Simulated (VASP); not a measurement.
# MoS2 (R3m) in VASP: a series of runs

Runs on MoS2. Level: LDA. Tasks: single point.

All numbers are computed with VASP 6.6.1; they aren't measurements. Logs are shortened: lines on timing, memory, paths and dates and some standing lists are left out, and cuts for length are marked.

## Step 1: The cell of the first run

The structure is trigonal, space group R3m (No. 160). The conventional cell has a = 3.160 Å, b = 3.160 Å, c = 18.450 Å, α = 90.00°, β = 90.00°, γ = 120.00°. Mo (site symmetry 3m) has 6 S at 2.39 Å and 6 Mo at 3.16 Å within 3.2 Å. Within 3.2 Å of S (site symmetry 3m) lie 3 Mo at 2.39 Å and 7 S at 3.08 to 3.16 Å. S (site symmetry 3m) has 3 Mo at 2.39 Å and 7 S at 3.08 to 3.16 Å within 3.2 Å.

## Step 2: Single point, LDA

INCAR reads:

```
SYSTEM = MoS2
PREC = Accurate ; ENCUT = 520
EDIFF = 1E-6 ; ISMEAR = -1
SIGMA = 0.05 ; LREAL = .FALSE.
LASPH = .TRUE. ; NELM = 80
ALGO = Normal ; ISIF = 2
LWAVE = .FALSE. ; LCHARG = .TRUE.
GGA = CA ; LELF = .TRUE.
LVHAR = .TRUE. ; NBANDS = 20
```

KPOINTS reads:

```
regular mesh
0
G
  10 10 10
  0 0 0
```

POSCAR reads:

```
MoS2
1.0
    1.5800000000      0.9122134253      6.1500000000
   -1.5800000000      0.9122134253      6.1500000000
    0.0000000000     -1.8244268506      6.1500000000
Mo S
1 2
Direct
    0.0000000000      0.0000000000      0.0000000000
    0.4170000000      0.4170000000      0.4170000000
    0.2500000000      0.2500000000      0.2500000000
```

Potentials or basis: VASP PAW LDA potentials, release 64 (Mo_sv, S).

The run is started by

```
$ cat potpaw_LDA.64/Mo_sv/POTCAR potpaw_LDA.64/S/POTCAR > POTCAR
$ mpirun -np 1 vasp_std > vasp.out
```

OUTCAR:

```text
SYSTEM = MoS2
   PREC = Accurate
   ENCUT = 520
   EDIFF = 1E-6
   ISMEAR = -1
   LREAL = .FALSE.
   LASPH = .TRUE.
   NELM = 80
   ISIF = 2
   GGA = CA

 ion  position               nearest neighbor table
   1  0.000  0.000  0.000-   3 2.39   3 2.39   3 2.39   2 2.39   2 2.39   2 2.39
   2  0.417  0.417  0.417-   1 2.39   1 2.39   1 2.39
   3  0.250  0.250  0.250-   1 2.39   1 2.39   1 2.39

  LATTYP: Found a trigonal (rhomboedric) cell.
 ALAT       =     6.4149071181
 COS(alpha) =     0.8786713335

  Lattice vectors:

 A1 = (   1.5800000000,   0.9122134253,   6.1500000000)
 A2 = (  -1.5800000000,   0.9122134253,   6.1500000000)
 A3 = (   0.0000000000,  -1.8244268506,   6.1500000000)

Analysis of symmetry for initial positions (statically):
=====================================================================
 Subroutine PRICEL returns:
 Original cell was already a primitive cell.

 Routine SETGRP: Setting up the symmetry group for a
 trigonal (rhombohedral) supercell.

 Subroutine GETGRP returns: Found  6 space group operations
 (whereof  6 operations were pure point group operations)
 out of a pool of 12 trial point group operations.

The static configuration has the point symmetry C_3v.

Analysis of symmetry for dynamics (positions and initial velocities):
=====================================================================
 Subroutine PRICEL returns:
 Original cell was already a primitive cell.

 Routine SETGRP: Setting up the symmetry group for a
 trigonal (rhombohedral) supercell.

 Subroutine GETGRP returns: Found  6 space group operations
 (whereof  6 operations were pure point group operations)
 out of a pool of 12 trial point group operations.

The dynamic configuration has the point symmetry C_3v.

 Subroutine INISYM returns: Found  6 space group operations
 (whereof  6 operations are pure point group operations),
 and found     1 'primitive' translations

----------------------------------------------------------------------------------------

                                     Primitive cell

  volume of cell :      53.1839

  direct lattice vectors                    reciprocal lattice vectors
     1.580000000  0.912213425  6.150000000     0.316455696  0.182705781  0.054200542
    -1.580000000  0.912213425  6.150000000    -0.316455696  0.182705781  0.054200542
     0.000000000 -1.824426851  6.150000000     0.000000000 -0.365411563  0.054200542

  length of vectors
     6.414907118  6.414907118  6.414907118     0.369409406  0.369409406  0.369409406

  position of ions in fractional coordinates (direct lattice)
     0.000000000  0.000000000  0.000000000
     0.417000000  0.417000000  0.417000000
     0.250000000  0.250000000  0.250000000

  ion indices of the primitive-cell ions
   primitive index   ion index
                 1           1
                 2           2
                 3           3

----------------------------------------------------------------------------------------

 KPOINTS: regular mesh

Automatic generation of k-mesh.
 Grid dimensions read from file:
 generate k-points for:   10   10   10

 Generating k-lattice:

  Cartesian coordinates                     Fractional coordinates (reciprocal lattice)
     0.031645570  0.018270578  0.005420054     0.100000000  0.000000000  0.000000000
    -0.031645570  0.018270578  0.005420054     0.000000000  0.100000000  0.000000000
     0.000000000 -0.036541156  0.005420054     0.000000000  0.000000000  0.100000000

  Length of vectors
     0.036940941  0.036940941  0.036940941

  Shift w.r.t. Gamma in fractional coordinates (k-lattice)
     0.000000000  0.000000000  0.000000000

 Subroutine IBZKPT returns following result:
 ===========================================

 Found    116 irreducible k-points:

 Following reciprocal coordinates:
            Coordinates               Weight
  0.000000  0.000000  0.000000      1.000000
  0.100000 -0.000000  0.000000      6.000000
  0.200000 -0.000000  0.000000      6.000000
  0.300000 -0.000000 -0.000000      6.000000
  0.400000 -0.000000 -0.000000      6.000000
  0.500000 -0.000000 -0.000000      3.000000
[... 16 lines left out ...]
  0.300000  0.300000  0.000000      6.000000
  0.400000  0.300000  0.000000     12.000000
 [... further k-points ...]
   k-points           NKPTS =    116   k-points in BZ     NKDIM =    116   number of bands    NBANDS=     20
   number of dos      NEDOS =    301   number of ions     NIONS =      3
   total plane-waves  NPLWV = 110592
   dimension x,y,z NGX =    48 NGY =   48 NGZ =   48
   dimension x,y,z NGXF=    96 NGYF=   96 NGZF=   96
   ions per type =               1   2
   NGX,Y,Z   is equivalent  to a cutoff of  12.44, 12.44, 12.44 a.u.
   NGXF,Y,Z  is equivalent  to a cutoff of  24.88, 24.88, 24.88 a.u.
 SYSTEM =  MoS2
   PREC   = accura    normal or accurate (medium, high low for compatibility)
   ISTART =      0    job   : 0-new  1-cont  2-samecut
   ICHARG =      2    charge: 1-file 2-atom 10-const
   ISPIN  =      1    spin polarized calculation?
   LNONCOLLINEAR =      F non collinear calculations
   LSORBIT =      F    spin-orbit coupling
   LASPH  =      T    aspherical Exc in radial PAW
   ENCUT  =  520.0 eV  38.22 Ry    6.18 a.u.  11.93 11.93 11.93*2*pi/ulx,y,z
   NELM   =     80;   NELMIN=  2; NELMDL= -5     # of ELM steps
   EDIFF  = 0.1E-05   stopping-criterion for ELM
   LREAL  =      F    real-space projection
   EDIFFG = 0.1E-04   stopping-criterion for IOM
   NSW    =      0    number of steps for IOM
   IBRION =     -1    ionic relax: 0-MD 1-quasi-New 2-CG
   NFREE  =      0    steps in history (QN), initial steepest desc. (CG)
   ISIF   =      2    stress and relaxation
   ISYM   =      2    0-nonsym 1-usesym 2-fastsym
   POTIM  = 0.5000    time-step for ionic-motion
   TEBEG  =    0.0;   TEEND  =   0.0 temperature during run
   PSTRESS=    0.0 pullay stress
   NELECT =      26.0000    total number of electrons
   NUPDOWN=      -1.0000    fix difference up-down
   EMIN   =  10.00;   EMAX   =-10.00  energy-range for DOS
   EFERMI =   0.00;   METHOD = LEGACY
   ISMEAR =    -1;   SIGMA  =   0.05  broadening in eV -4-tet -1-fermi 0-gaus
   EFERMI_NEDOS =   21; number of points for ismear=-14 and -15
   IALGO  =     38    algorithm
   IMIX   =      4    mixing-type and parameters
     AMIX     =   0.40;   BMIX     =  1.00
     AMIX_MAG =   1.60;   BMIX_MAG =  1.00
  volume/ion in A,a.u.               =      17.73       119.63
  Fermi-wavevector in a.u.,A,eV,Ry     =   1.289652  2.437089 22.629252  1.663203
  Thomas-Fermi vector in A             =   2.421532
   LORBIT       =      0    0 simple, 1 ext, 2 COOP (PROOUT), +10 PAW based schemes
   GGA     = CA    functional components
   LHFCALC =     F    Hartree Fock is set to
   AEXX    =    0.0000 exact exchange contribution
   IVDW    =     0    specifies the selected vdW correction
   LEPSILON=     F    determine dielectric tensor
   LRPA    =     F    only Hartree local field effects (RPA)
 non-spin polarized calculation
  energy-cutoff  :      520.00
  volume of cell :       53.18
 maximum number of plane-waves:      1448
   NGX = 23   NGY = 23   NGZ = 23

 number of electron      25.9999998 magnetization

 Free energy of the ion-electron system (eV)
  ---------------------------------------------------
  ext. energy  EPLUGINS =         0.00000000
  ---------------------------------------------------
  free energy    TOTEN  =       -24.46140814 eV

  energy without entropy =      -24.46140652  energy(sigma->0) =      -24.46140733

 E-fermi :   7.9195     XC(G=0): -11.1294

 val. band max:        7.5271263756   @ k =   0.5000   0.5000   0.5000
 cond. band min:       8.4141162476   @ k =  -0.2000   0.2000   0.0000
 fundamental gap:      0.8869898720
 Fermi energy:         7.9194862212

 k-point     1 :       0.0000    0.0000    0.0000
  band No.  band energies     occupation
      1     -53.7032      2.00000
      2     -28.0718      2.00000
      3     -27.8276      2.00000
      4     -27.8276      2.00000
      5      -7.5428      2.00000
      6      -5.7930      2.00000
[... 12 lines left out ...]
     19      15.5420      0.00000
     20      15.8284      0.00000

 k-point     2 :       0.1000   -0.0000    0.0000
  band No.  band energies     occupation
      1     -53.6991      2.00000
      2     -28.0638      2.00000
      3     -27.8684      2.00000
      4     -27.8368      2.00000
      5      -7.3856      2.00000
      6      -5.7467      2.00000
[... 12 lines left out ...]
     19      15.9048      0.00000
     20      16.1995      0.00000

 k-point     3 :       0.2000   -0.0000    0.0000
  band No.  band energies     occupation
      1     -53.6884      2.00000
      2     -28.0427      2.00000
      3     -27.9739      2.00000
      4     -27.8609      2.00000
      5      -6.9477      2.00000
      6      -5.6175      2.00000
[... 12 lines left out ...]
     19      16.0749      0.00000
     20      16.4773      0.00000

 k-point     4 :       0.3000   -0.0000   -0.0000
  band No.  band energies     occupation
      1     -53.6750      2.00000
      2     -28.1019      2.00000
      3     -28.0166      2.00000
      4     -27.8904      2.00000
      5      -6.3361      2.00000
      6      -5.4397      2.00000
[... 12 lines left out ...]
     19      15.1481      0.00000
     20      15.6531      0.00000

 k-point     5 :       0.4000   -0.0000   -0.0000
  band No.  band energies     occupation
      1     -53.6642      2.00000
      2     -28.2037      2.00000
      3     -27.9953      2.00000
      4     -27.9142      2.00000
      5      -5.7513      2.00000
      6      -5.2795      2.00000
[... 12 lines left out ...]
     19      14.3948      0.00000
     20      14.9280      0.00000
[... 353 lines left out ...]
      6      -5.1779      2.00000
[... 12 lines left out ...]
     19      15.4749      0.00000
     20      16.4357      0.00000

 k-point    22 :      -0.2000    0.2000    0.0000
  band No.  band energies     occupation
      1     -53.6689      2.00000
      2     -28.1236      2.00000
      3     -28.0044      2.00000
      4     -27.9423      2.00000
      5      -6.0376      2.00000
      6      -5.3202      2.00000
[... 12 lines left out ...]
     19      15.5823      0.00000
     20      16.4650      0.00000

 k-point    23 :       0.3000    0.3000    0.0000
  band No.  band energies     occupation
      1     -53.6750      2.00000
      2     -28.1019      2.00000
      3     -28.0166      2.00000
      4     -27.8904      2.00000
      5      -6.2883      2.00000
      6      -5.5077      2.00000
[... 12 lines left out ...]
     19      15.3177      0.00000
     20      16.0363      0.00000

 k-point    24 :       0.4000    0.3000    0.0000
  band No.  band energies     occupation
      1     -53.6676      2.00000
      2     -28.1555      2.00000
      3     -28.0019      2.00000
      4     -27.9245      2.00000
      5      -5.8940      2.00000
      6      -5.3955      2.00000
[... 12 lines left out ...]
     19      15.1061      0.00000
     20      16.0147      0.00000

 [... further k-points ...]
[... 5 lines left out ...]
  --------------------------------------------------------------------------------------
  -------------------------------------------------------------------------------------
  Total       -1.0388932     -1.0388932     -0.2250285      0.0000000      0.0000000     -0.0000000
  in kB      -31.2969166    -31.2969166     -6.7790392      0.0000000      0.0000000     -0.0000000
  external PRESSURE =     -23.1242908 kB  Pullay stress =       0.0000000 kB

 VOLUME and BASIS-vectors are now :
 -----------------------------------------------------------------------------
  energy-cutoff  :      520.00
  volume of cell :       53.18
      direct lattice vectors                 reciprocal lattice vectors
     1.580000000  0.912213425  6.150000000     0.316455696  0.182705781  0.054200542
    -1.580000000  0.912213425  6.150000000    -0.316455696  0.182705781  0.054200542
     0.000000000 -1.824426851  6.150000000     0.000000000 -0.365411563  0.054200542

 POSITION                                       TOTAL-FORCE (eV/Angst)
 -----------------------------------------------------------------------------------
      0.00000      0.00000      0.00000         0.000000     -0.000000      0.083438
      0.00000      0.00000      7.69365         0.000000     -0.000000      0.013815
      0.00000      0.00000      4.61250         0.000000      0.000000     -0.097253
 -----------------------------------------------------------------------------------
    total drift:                                0.000000     -0.000000      0.000064

  FREE ENERGIE OF THE ION-ELECTRON SYSTEM (eV)
  ---------------------------------------------------
  free  energy   TOTEN  =       -24.4614081407 eV

  energy  without entropy=      -24.4614065240  energy(sigma->0) =      -24.46140733
```

It took 2.7 min on 1 thread of Intel Xeon 6975P-C (Granite Rapids), shared host; peak memory 0.31 GiB.

Results:

| Item | Value |
| --- | --- |
| Free energy | -24.4614 eV |
| Pressure | -2.3 GPa |
| Largest force | 0.097 eV/Å |
| Band gap on the k mesh | 0.89 eV, indirect (least direct gap 1.96 eV) |

Forces in eV/Å, atoms in the order of the input:
```
Mo   0.000  0.000  0.083
S    0.000  0.000  0.014
S    0.000  0.000 -0.097
```

Levels at points of the mesh, in eV from the valence-band top:
```tsv
k point	band 10	band 11	band 12	band 13	band 14	band 15	band 16	band 17
(0.00, 0.00, 0.00)	-2.36	-2.36	-1.27	-1.22	2.00	2.00	2.44	2.44
(0.50, 0.00, 0.00)	-4.08	-2.35	-1.66	-1.52	1.55	1.97	3.41	3.48
(0.50, 0.50, 0.00)	-4.01	-2.94	-1.84	-1.34	1.51	2.10	2.93	3.91
(0.50, 0.50, 0.50)	-3.51	-2.33	-2.33	0.00	2.10	2.10	2.30	2.30
```

A k mesh can miss the band edges. Expect the measured gap to be larger: semilocal functionals such as LDA lack the derivative discontinuity.

[end of part 1 of 2]
